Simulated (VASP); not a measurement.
# N in VASP: a series of runs

N is run at these levels: PBE+D3(BJ); tasks: single point.

All numbers are computed with VASP 6.6.1; they aren't measurements. Logs are shortened: lines on timing, memory, paths and dates and some standing lists are left out, and cuts for length are marked.

### Step 1. The cell of the first run

The cell holds an amorphous packing of atoms, 12 atoms: a = 6.836 Å, b = 6.836 Å, c = 6.836 Å, α = 90.00°, β = 90.00°, γ = 90.00°.

### Step 2. Single point, PBE+D3(BJ)

Input file INCAR:

```
ALGO = Normal
EDIFF = 1E-6
ENCUT = 520
GGA = PE
GGA_COMPAT = False
ISIF = 2
ISMEAR = -1
IVDW = 12
LASPH = True
LCHARG = True
LELF = True
LREAL = False
LVHAR = True
LWAVE = False
NBANDS = 42
NELM = 120
PREC = Accurate
SIGMA = 0.05
```

Input file KPOINTS:

```
k-points
0
Gamma
  1 1 1
```

Input file POSCAR:

```
N
1.0
    6.8358080000      0.0000000000      0.0000000000
    0.0000000000      6.8358080000      0.0000000000
    0.0000000000      0.0000000000      6.8358080000
N
12
Direct
    0.9606472271      0.8168895323      0.1244329858
    0.8815929295      0.9389965312      0.1929983990
    0.0152725179      0.9225829631      0.5980712156
   -0.0828870559      0.9662793338      0.7226651187
    0.0322858688      0.3682666336      0.8729033934
   -0.0653470665      0.3262525805      0.9983018833
    0.2686441749      0.4007426774      0.3661161928
    0.2063691666      0.2526987300      0.3508436750
    0.4833225275      0.6563232905      0.0348020307
    0.3699928377      0.7391664599      0.1246670474
    0.4404307435      0.2266447507      0.8560070733
    0.4476281370      0.0740366025      0.7936589208
```

Potentials or basis: VASP PAW PBE potentials, release 64 (N).

On the command line:

```bash
$ cat potpaw_PBE.64/N/POTCAR > POTCAR
$ mpirun -np 1 vasp_gam > vasp.out
```

OUTCAR:

```text
EDIFF = 1E-6
   ENCUT = 520
   GGA = PE
   ISIF = 2
   ISMEAR = -1
   IVDW = 12
   LASPH = True
   LREAL = False
   NELM = 120
   PREC = Accurate
 IVDW          = 12

 ion  position               nearest neighbor table
   1  0.961  0.817  0.124-   2 1.10
   2  0.882  0.939  0.193-   1 1.10
   3  0.015  0.923  0.598-   4 1.12
   4  0.917  0.966  0.723-   3 1.12
   5  0.032  0.368  0.873-   6 1.12
   6  0.935  0.326  0.998-   5 1.12
   7  0.269  0.401  0.366-   8 1.10
   8  0.206  0.253  0.351-   7 1.10
   9  0.483  0.656  0.035-  10 1.14
  10  0.370  0.739  0.125-   9 1.14
  11  0.440  0.227  0.856-  12 1.13
  12  0.448  0.074  0.794-  11 1.13

  LATTYP: Found a simple cubic cell.
 ALAT       =     6.8358080000

  Lattice vectors:

 A1 = (   6.8358080000,   0.0000000000,   0.0000000000)
 A2 = (   0.0000000000,   6.8358080000,   0.0000000000)
 A3 = (   0.0000000000,   0.0000000000,   6.8358080000)

Analysis of symmetry for initial positions (statically):
=====================================================================
 Subroutine PRICEL returns:
 Original cell was already a primitive cell.

 Routine SETGRP: Setting up the symmetry group for a
 simple cubic supercell.

 Subroutine GETGRP returns: Found  1 space group operations
 (whereof  1 operations were pure point group operations)
 out of a pool of 48 trial point group operations.

The static configuration has the point symmetry C_1 .

Analysis of symmetry for dynamics (positions and initial velocities):
=====================================================================
 Subroutine PRICEL returns:
 Original cell was already a primitive cell.

 Routine SETGRP: Setting up the symmetry group for a
 simple cubic supercell.

 Subroutine GETGRP returns: Found  1 space group operations
 (whereof  1 operations were pure point group operations)
 out of a pool of 48 trial point group operations.

The dynamic configuration has the point symmetry C_1 .

 Subroutine INISYM returns: Found  1 space group operations
 (whereof  1 operations are pure point group operations),
 and found     1 'primitive' translations

----------------------------------------------------------------------------------------

                                     Primitive cell

  volume of cell :     319.4255

  direct lattice vectors                    reciprocal lattice vectors
     6.835808000  0.000000000  0.000000000     0.146288486  0.000000000  0.000000000
     0.000000000  6.835808000  0.000000000     0.000000000  0.146288486  0.000000000
     0.000000000  0.000000000  6.835808000     0.000000000  0.000000000  0.146288486

  length of vectors
     6.835808000  6.835808000  6.835808000     0.146288486  0.146288486  0.146288486

  position of ions in fractional coordinates (direct lattice)
     0.960647227  0.816889532  0.124432986
     0.881592930  0.938996531  0.192998399
     0.015272518  0.922582963  0.598071216
     0.917112944  0.966279334  0.722665119
     0.032285869  0.368266634  0.872903393
     0.934652933  0.326252580  0.998301883
     0.268644175  0.400742677  0.366116193
     0.206369167  0.252698730  0.350843675
     0.483322528  0.656323290  0.034802031
     0.369992838  0.739166460  0.124667047
     0.440430744  0.226644751  0.856007073
     0.447628137  0.074036603  0.793658921

  ion indices of the primitive-cell ions
   primitive index   ion index
                 1           1
                 2           2
                 3           3
                 4           4
                 5           5
                 6           6
                 7           7
                 8           8
                 9           9
                10          10
                11          11
                12          12

----------------------------------------------------------------------------------------

 KPOINTS: k-points

Automatic generation of k-mesh.
 Grid dimensions read from file:
 generate k-points for:    1    1    1

 Generating k-lattice:

  Cartesian coordinates                     Fractional coordinates (reciprocal lattice)
     0.146288486  0.000000000  0.000000000     1.000000000  0.000000000  0.000000000
     0.000000000  0.146288486  0.000000000     0.000000000  1.000000000  0.000000000
     0.000000000  0.000000000  0.146288486     0.000000000  0.000000000  1.000000000

  Length of vectors
     0.146288486  0.146288486  0.146288486

  Shift w.r.t. Gamma in fractional coordinates (k-lattice)
     0.000000000  0.000000000  0.000000000

 Subroutine IBZKPT returns following result:
 ===========================================

 Found      1 irreducible k-points:

 Following reciprocal coordinates:
            Coordinates               Weight
  0.000000  0.000000  0.000000      1.000000
   k-points           NKPTS =      1   k-points in BZ     NKDIM =      1   number of bands    NBANDS=     42
   number of dos      NEDOS =    301   number of ions     NIONS =     12
   total plane-waves  NPLWV = 157464
   dimension x,y,z NGX =    54 NGY =   54 NGZ =   54
   dimension x,y,z NGXF=   108 NGYF=  108 NGZF=  108
   ions per type =              12
   NGX,Y,Z   is equivalent  to a cutoff of  13.13, 13.13, 13.13 a.u.
   NGXF,Y,Z  is equivalent  to a cutoff of  26.27, 26.27, 26.27 a.u.
 SYSTEM =  unknown system
   PREC   = accura    normal or accurate (medium, high low for compatibility)
   ISTART =      0    job   : 0-new  1-cont  2-samecut
   ICHARG =      2    charge: 1-file 2-atom 10-const
   ISPIN  =      1    spin polarized calculation?
   LNONCOLLINEAR =      F non collinear calculations
   LSORBIT =      F    spin-orbit coupling
   LASPH  =      T    aspherical Exc in radial PAW
   ENCUT  =  520.0 eV  38.22 Ry    6.18 a.u.  12.71 12.71 12.71*2*pi/ulx,y,z
   NELM   =    120;   NELMIN=  2; NELMDL= -5     # of ELM steps
   EDIFF  = 0.1E-05   stopping-criterion for ELM
   LREAL  =      F    real-space projection
   EDIFFG = 0.1E-04   stopping-criterion for IOM
   NSW    =      0    number of steps for IOM
   IBRION =     -1    ionic relax: 0-MD 1-quasi-New 2-CG
   NFREE  =      0    steps in history (QN), initial steepest desc. (CG)
   ISIF   =      2    stress and relaxation
   ISYM   =      2    0-nonsym 1-usesym 2-fastsym
   POTIM  = 0.5000    time-step for ionic-motion
   TEBEG  =    0.0;   TEEND  =   0.0 temperature during run
   PSTRESS=    0.0 pullay stress
   NELECT =      60.0000    total number of electrons
   NUPDOWN=      -1.0000    fix difference up-down
   EMIN   =  10.00;   EMAX   =-10.00  energy-range for DOS
   EFERMI =   0.00;   METHOD = LEGACY
   ISMEAR =    -1;   SIGMA  =   0.05  broadening in eV -4-tet -1-fermi 0-gaus
   EFERMI_NEDOS =   21; number of points for ismear=-14 and -15
   IALGO  =     38    algorithm
   IMIX   =      4    mixing-type and parameters
     AMIX     =   0.40;   BMIX     =  1.00
     AMIX_MAG =   1.60;   BMIX_MAG =  1.00
  volume/ion in A,a.u.               =      26.62       179.63
  Fermi-wavevector in a.u.,A,eV,Ry     =   0.937566  1.771744 11.959941  0.879031
  Thomas-Fermi vector in A             =   2.064690
   LORBIT       =      0    0 simple, 1 ext, 2 COOP (PROOUT), +10 PAW based schemes
   GGA     = PE    functional components
   LHFCALC =     F    Hartree Fock is set to
   AEXX    =    0.0000 exact exchange contribution
   IVDW    =    12    specifies the selected vdW correction
   LEPSILON=     F    determine dielectric tensor
   LRPA    =     F    only Hartree local field effects (RPA)
 non-spin polarized calculation
  energy-cutoff  :      520.00
  volume of cell :      319.43
 maximum number of plane-waves:      4301
 NGX is ok and might be reduce to    50
   NGX = 25   NGY = 25   NGZ = 25

 number of electron      59.9999999 magnetization

 Free energy of the ion-electron system (eV)
  ---------------------------------------------------
  ext. energy  EPLUGINS =         0.00000000
  ---------------------------------------------------
  free energy    TOTEN  =       -99.53862857 eV

  energy without entropy =      -99.53862857  energy(sigma->0) =      -99.53862857

 E-fermi :  -5.4323     XC(G=0):  -5.7419

 val. band max:       -6.6597088381   @ k =   0.0000   0.0000   0.0000
 cond. band min:       0.3172362144   @ k =   0.0000   0.0000   0.0000
 fundamental gap:      6.9769450525
 Fermi energy:        -5.4322647168

 k-point     1 :       0.0000    0.0000    0.0000
  band No.  band energies     occupation
      1     -25.4222      2.00000
      2     -25.3121      2.00000
      3     -25.1150      2.00000
      4     -25.0545      2.00000
      5     -25.0495      2.00000
      6     -24.6866      2.00000
[... 34 lines left out ...]
     41       1.2443      0.00000
     42       1.5183      0.00000

------------------------ aborting loop because EDIFF is reached ----------------------------------------

 Edisp (eV)   -0.57832

 E8    (eV) :    -0.1417

  FORCE on cell =-STRESS in cart. coord.  units (eV):
  Direction    XX          YY          ZZ          XY          YZ          ZX
  --------------------------------------------------------------------------------------
  -------------------------------------------------------------------------------------
  Total      -1.92185     0.27568    -2.03584     1.45556    -1.34520     2.90704
  in kB      -9.63961     1.38277   -10.21139     7.30081    -6.74729    14.58113
  external pressure =       -6.16 kB  Pullay stress =        0.00 kB

 VOLUME and BASIS-vectors are now :
 -----------------------------------------------------------------------------
  energy-cutoff  :      520.00
  volume of cell :      319.43
      direct lattice vectors                 reciprocal lattice vectors
     6.835808000  0.000000000  0.000000000     0.146288486  0.000000000  0.000000000
     0.000000000  6.835808000  0.000000000     0.000000000  0.146288486  0.000000000
     0.000000000  0.000000000  6.835808000     0.000000000  0.000000000  0.146288486

 POSITION                                       TOTAL-FORCE (eV/Angst)
 -----------------------------------------------------------------------------------
      6.56680      5.58410      0.85060         0.862393     -1.621735     -0.888287
      6.02640      6.41880      1.31930        -1.104201      1.497561      0.940576
      0.10440      6.30660      4.08830        -0.997820      0.378324      1.375437
      6.26921      6.60530      4.94000         1.007594     -0.517416     -1.430459
      0.22070      2.51740      5.96700        -1.022273     -0.290747      1.165340
      6.38911      2.23020      6.82420         0.888461      0.565722     -1.211923
      1.83640      2.73940      2.50270         0.607771      1.379288      0.311122
      1.41070      1.72740      2.39830        -0.562174     -1.441326     -0.163250
      3.30390      4.48650      0.23790        -2.398169      1.806582      1.904051
      2.52920      5.05280      0.85220         2.625948     -1.714137     -1.970085
      3.01070      1.54930      5.85150         0.173566     -2.035475     -0.794296
      3.05990      0.50610      5.42530        -0.081095      1.993358      0.761773
 -----------------------------------------------------------------------------------
    total drift:                                0.000822     -0.001388     -0.000459

  FREE ENERGIE OF THE ION-ELECTRON SYSTEM (eV)
  ---------------------------------------------------
  free  energy   TOTEN  =      -100.1169500031 eV

  energy  without entropy=     -100.1169500030  energy(sigma->0) =     -100.11695000
```

It took 19 s on 1 thread of Intel Xeon 6975P-C (Granite Rapids), shared host; peak memory 0.34 GiB.

What came out:

```yaml
Free_energy: -100.1170 eV
Pressure: -0.6 GPa
Largest_force: 3.703 eV/Å
Band_gap_on_the_k_mesh: 6.98 eV
Dispersion_energy_per_atom: -0.048 eV
```

Forces on the atoms (eV/Å):
```
N    0.862 -1.622 -0.888
N   -1.104  1.498  0.941
N   -0.998  0.378  1.375
N    1.008 -0.517 -1.430
N   -1.022 -0.291  1.165
N    0.888  0.566 -1.212
N    0.608  1.379  0.311
N   -0.562 -1.441 -0.163
N   -2.398  1.807  1.904
N    2.626 -1.714 -1.970
N    0.174 -2.035 -0.794
N   -0.081  1.993  0.762
```

Stress tensor (GPa, compression positive):
```
-0.96  0.73  1.46
 0.73  0.14 -0.67
 1.46 -0.67 -1.02
```

Levels at points of the mesh, in eV from the valence-band top:
```csv
k point,band 27,band 28,band 29,band 30,band 31,band 32,band 33,band 34
"(0.00, 0.00, 0.00)",-0.48,-0.43,-0.39,0.00,6.98,7.06,7.15,7.21
```

Caveat: the k points lie up to 0.92 Å⁻¹ apart; the standard files for N, O and F lose accuracy on very short bonds.

### Step 3. Single point, PBE+D3(BJ)

This run uses another cell than the first one, of 30.13 Å³/atom, 1.132 times its volume.

Input file INCAR:

```
SYSTEM = N
ALGO     = Normal         ! electronic algorithm
EDIFF    = 1E-6           ! SCF threshold, eV
ENCUT    = 520            ! plane-wave cutoff, eV
GGA      = PE             ! functional
GGA_COMPAT= .False.      
ISIF     = 2              ! what is computed and relaxed
ISMEAR   = -1             ! smearing method
IVDW     = 12             ! dispersion correction
LASPH    = .True.         ! aspherical terms in the spheres
LCHARG   = .True.         ! write CHGCAR
LELF     = .True.         ! ELF
LREAL    = .False.        ! projectors in reciprocal space
LVHAR    = .True.       
LWAVE    = .False.        ! write WAVECAR
NBANDS   = 42             ! bands
NELM     = 120            ! most SCF steps
PREC     = Accurate       ! precision mode
SIGMA    = 0.05           ! smearing width, eV
```

Input file KPOINTS:

```
k-points
0
Gamma
  1 1 1
  0 0 0
```

Input file POSCAR:

```
N
1.0
    7.1239520000      0.0000000000      0.0000000000
    0.0000000000      7.1239520000      0.0000000000
    0.0000000000      0.0000000000      7.1239520000
N
12
Direct
    0.9337092670      0.8501601358      0.1119322533
    0.8097471740      0.9406716946      0.1379009853
    0.0432765409      0.9042312469      0.6740219474
   -0.0764884435      0.9994452517      0.6892101463
    0.0053200808      0.4443741339      0.8150812920
   -0.0843913603      0.3723775792      0.9172015758
    0.1088160055      0.2866105779      0.3927454873
    0.2248751816      0.2625649359      0.2966892534
    0.4898545077      0.6451194506      0.0119456167
    0.3901907256      0.7503840565      0.0638971178
    0.4534280972      0.1952848644      0.8096208397
    0.3655414860      0.0690347156      0.8182677256
```

Potentials or basis: VASP PAW PBE potentials, release 64 (N).

On the command line:

```bash
$ cat potpaw_PBE.64/N/POTCAR > POTCAR
$ mpirun -np 1 vasp_gam > vasp.out
```

Wall time 16 s (1 thread of Intel Xeon 6975P-C (Granite Rapids), shared host); peak memory 0.34 GiB.

The run converged. Its results:

- Free energy: -100.1260 eV
- Pressure: 2.6 GPa
- Largest force: 4.417 eV/Å
- Band gap on the k mesh: 7.27 eV
- Dispersion energy per atom: -0.042 eV

Forces in eV/Å, atoms in the order of the input:
```
N    0.462 -0.376 -0.024
N   -0.466  0.383  0.159
N    2.064 -1.891 -0.444
N   -2.273  1.697  0.216
N    1.621  1.343 -1.832
N   -1.618 -1.271  1.897
N   -3.335  0.710  2.724
N    3.360 -0.679 -2.784
N    1.663 -1.793 -0.902
N   -1.694  1.637  0.990
N    1.453  2.094 -0.156
N   -1.237 -1.856  0.158
```

Stress tensor (GPa, compression positive):
```
 3.67 -0.50 -1.92
-0.50  2.46  0.09
-1.92  0.09  1.69
```

Levels at points of the mesh, in eV from the valence-band top:
| k point | band 26 | band 27 | band 28 | band 29 | band 30 | band 31 | band 32 | band 33 | band 34 | band 35 |
| --- | --- | --- | --- | --- | --- | --- | --- | --- | --- | --- |
| (0.00, 0.00, 0.00) | -0.54 | -0.48 | -0.38 | -0.27 | 0.00 | 7.27 | 7.47 | 7.51 | 7.62 | 7.73 |

Caveat: the k points lie up to 0.88 Å⁻¹ apart; the standard files for N, O and F lose accuracy on very short bonds.

### Step 4. Single point, PBE+D3(BJ)

This run uses another cell than the first one, of 32.40 Å³/atom, 1.217 times its volume.

Input file INCAR:

```
SYSTEM = N
  PREC = Accurate
  ENCUT = 520
  EDIFF = 1E-6
  ISMEAR = -1
  SIGMA = 0.05
  LREAL = .FALSE.
  LASPH = .TRUE.
  NELM = 120
  ALGO = Normal
  ISIF = 2
  LWAVE = .FALSE.
  LCHARG = .FALSE.
  GGA = PE
  IVDW = 12
  NBANDS = 42
  GGA_COMPAT = .FALSE.
```

Input file KPOINTS:

```
Automatic mesh
0
G
  1 1 1
  0 0 0
```

Input file POSCAR:

```
N
1.0
    7.2984980000      0.0000000000      0.0000000000
    0.0000000000      7.2984980000      0.0000000000
    0.0000000000      0.0000000000      7.2984980000
N
12
Direct
    0.9089952481      0.8360487322      0.0850448955
    0.8599440597      0.9375079640      0.1818045302
    0.0292662956      0.9309038654      0.6743853324
   -0.1061177245      0.9907654972      0.7058575614
    0.0163184261      0.3854354691      0.8199632308
   -0.0468041507      0.3829829096      0.9616910219
    0.1709255795      0.3601699966      0.4029596227
    0.2024389128      0.2188943533      0.3549360430
    0.4744263820      0.6589163962      0.0102212811
    0.3713777821      0.7507983149      0.0668219680
    0.4351717299      0.2473385620      0.8160035120
    0.3787217589      0.1121326607      0.7809278019
```

On the command line:

```bash
$ cat potpaw_PBE.64/N/POTCAR > POTCAR
$ mpirun -np 1 vasp_gam > vasp.out
```

It took 16 s on 1 thread of Intel Xeon 6975P-C (Granite Rapids), shared host; peak memory 0.33 GiB.

It converged, with:

| Item | Value |
| --- | --- |
| Free energy | -100.1481 eV |
| Pressure | 1.4 GPa |
| Largest force | 4.909 eV/Å |
| Band gap on the k mesh | 7.36 eV |
| Dispersion energy per atom | -0.038 eV |

Forces in eV/Å, atoms in the order of the input:
```
N    1.601 -3.369 -3.076
N   -1.613  3.332  3.223
N    1.091 -0.616 -0.379
N   -1.197  0.519  0.183
N   -1.164  0.034  2.539
N    1.098  0.062 -2.468
N    0.008  0.047 -0.043
N    0.006 -0.017 -0.035
N    2.781 -2.448 -1.515
N   -2.790  2.459  1.526
N    0.847  1.921  0.506
N   -0.668 -1.925 -0.460
```

Stress tensor (GPa, compression positive):
```
 1.40 -1.07 -0.47
-1.07  2.49  1.67
-0.47  1.67  0.23
```

Levels at points of the mesh, in eV from the valence-band top:
| k point | band 27 | band 28 | band 29 | band 30 | band 31 | band 32 | band 33 | band 34 |
| --- | --- | --- | --- | --- | --- | --- | --- | --- |
| (0.00, 0.00, 0.00) | -0.33 | -0.28 | -0.18 | 0.00 | 7.36 | 7.40 | 7.52 | 7.62 |

Caveat: the k points lie up to 0.86 Å⁻¹ apart; the standard files for N, O and F lose accuracy on very short bonds.

### Step 5. The runs side by side

```tsv
cell	gap on the mesh (eV)	pressure (GPa)	largest force (eV/Å)
a = 6.836 Å, 12 atoms	6.98	-0.6	3.70
a = 7.124 Å, 12 atoms	7.27	2.6	4.42
a = 7.298 Å, 12 atoms	7.36	1.4	4.91
```

Alike in all rows: task single point; level PBE+D3(BJ); potentials or basis VASP PAW PBE potentials, release 64 (N); no spin polarisation; k mesh 1 × 1 × 1; cutoff (eV) 520; smearing fermi-dirac 0.05 eV.

Caveats: all runs use coarse meshes; the standard files for N, O and F lose accuracy on very short bonds.

Total energies depend on the potentials used, so only differences within one code and one set of settings carry meaning.
